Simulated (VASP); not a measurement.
Crystal: BeSi2Br.

```
Be Si Br
1.0
     3.94140    0.00000    0.00000
    -1.97070    3.41336    0.00000
     0.00000    0.00000    6.43117
Be Si Br
1 2 1
Cartesian
  0.0000 0.0000 3.2156
  0.0000 0.0000 4.6829
  0.0000 0.0000 1.7482
  0.0000 0.0000 0.0000
```

The cell was generated, and may not be a known phase.

| Property | Result |
| --- | --- |
| Program | VASP 6.6.1 |
| Task | relaxation of cell and atoms |
| Functional | PBE |
| Potentials or basis | VASP PAW PBE potentials, release 64 (Be, Si, Br) |
| Cutoff | 600 eV |
| k mesh | 6 × 6 × 4 |
| Occupations | gaussian, width 0.1 eV |
| Spin | no spin polarisation |

At the start: pressure 75.3 GPa; volume 21.63 Å³/atom.

Task: How do energy, volume and symmetry change on relaxing?

Result: Over 25 steps the energy falls by 4747.7 meV/atom and the volume is 17.41 Å³/atom (-19.5 %); space group P6/mmm (No. 191, to 0.1 Å) before and after.

The path:
| step | energy change (eV) | largest force (eV/Å) | pressure (GPa) | volume (Å³) |
| --- | --- | --- | --- | --- |
| 1 | 0.0000 | 1.1636 | 75.29 | 86.52 |
| 2 | -11.3083 | 0.5462 | -6.39 | 214.16 |
| 3 | -11.8898 | 0.6128 | -6.56 | 203.17 |
| 4 | -12.4169 | 0.6491 | -6.77 | 193.51 |
| 5 | -15.9490 | 0.5852 | -7.07 | 139.95 |
| 6 | -15.3954 | 2.2947 | 6.19 | 113.22 |
| 7 | -16.3799 | 1.0556 | -5.57 | 131.86 |
| 8 | -16.4754 | 1.4223 | -3.41 | 125.70 |
| 9 | -16.4783 | 1.3494 | -3.92 | 126.84 |
| 10 | -17.0375 | 0.6151 | -4.87 | 115.70 |
| 11 | -18.2363 | 0.6834 | -4.00 | 85.00 |
| 12 | -18.4174 | 1.5336 | 1.29 | 71.62 |
| 13 | -18.4091 | 1.1539 | -1.73 | 76.78 |
| 14 | -18.4247 | 1.2239 | -0.89 | 74.97 |
| 15 | -18.7341 | 1.2194 | 0.71 | 69.11 |
| 16 | -18.7341 | 0.9175 | 3.32 | 66.60 |
| 17 | -18.7560 | 1.0482 | 1.93 | 67.81 |
| 18 | -18.9072 | 0.5181 | -0.61 | 69.85 |
| 19 | -18.9514 | 0.3234 | -1.78 | 71.25 |
| 20 | -18.9265 | 0.2377 | -2.90 | 74.12 |
| 21 | -18.9617 | 0.1761 | -2.27 | 72.15 |
| 22 | -18.9723 | 0.2228 | 2.19 | 68.03 |
| 23 | -18.9882 | 0.0332 | 0.10 | 69.75 |
| 24 | -18.9887 | 0.0827 | 0.37 | 69.55 |
| 25 | -18.9909 | 0.0229 | 0.26 | 69.65 |

Final structure:
```
Be Si Br
1.0
     2.79202    0.00000    0.00000
    -1.39601    2.41796    0.00000
     0.00000    0.00000   10.31709
Be Si Br
1 2 1
Direct
  0.00000 0.00000 0.50000
  0.00000 0.00000 0.72045
  0.00000 0.00000 0.27955
  0.00000 0.00000 0.00000
```

Caveat: the volume moved by over 15 % at a fixed basis, so the end points are rough; an odd number of electrons without spin polarisation forces a metal; a magnetic or distorted state may lie lower.
